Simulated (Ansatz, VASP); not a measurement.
# Two plane-wave programs on O

INCAR

```
SYSTEM = O
  ALGO = Normal
  EDIFF = 1E-6
  ENCUT = 520
  GGA = PE
  GGA_COMPAT = .FALSE.
  ISIF = 2
  ISMEAR = -1
  ISPIN = 2
  LASPH = .TRUE.
  LCHARG = .TRUE.
  LELF = .TRUE.
  LORBIT = 11
  LREAL = .FALSE.
  LVHAR = .TRUE.
  LWAVE = .FALSE.
  MAGMOM = 2.2
  NBANDS = 13
  NELM = 200
  PREC = Accurate
  SIGMA = 0.1
```

The input KPOINTS:

```
k-points
0
G
  1 1 1
  0 0 0
```

POSCAR

```
O
1.0
    8.5000000000      0.0000000000      0.0000000000
    0.0000000000      8.5000000000      0.0000000000
    0.0000000000      0.0000000000      8.5000000000
O
1
Direct
    0.0000000000      0.0000000000      0.0000000000
```

Input for Ansatz:

```yaml
crystal:
  lattice:
    - [8.5, 0, 0]
    - [0, 8.5, 0]
    - [0, 0, 8.5]
  atoms:
    - { symbol: O, position: [0, 0, 0] }
kpoints:
  mp_grid: { grid: [1, 1, 1], shift: [0, 0, 0] }
hamiltonian:
  xc: pbe
  pseudopotentials: { kind: nc }
scf:
  occupations: { method: fermi_dirac }
  algorithm: direct_min
magnetization:
  spin_polarized: true
```

Alike in both runs: task single point; functional PBE; k mesh 1 × 1 × 1; collinear spin.

|  | VASP | Ansatz |
| --- | --- | --- |
| version | VASP 6.6.1 | Ansatz 0.2 development build |
| potentials or method | VASP PAW PBE potentials, release 64 (O) | scalar-relativistic |
| plane-wave cutoff (eV) | 520 | 1240 |
| occupations | fermi-dirac, width 0.1 eV | fermi-dirac |

```csv
,VASP,Ansatz,Ansatz less VASP
net moment per atom (μB),2.00,2.00,0.000
size of the moment on the site where the two differ most (μB),1.55,2.00,+0.452
```

Site moments also hang on the region over which each program counts them. Ansatz's warnings: reached outside group.
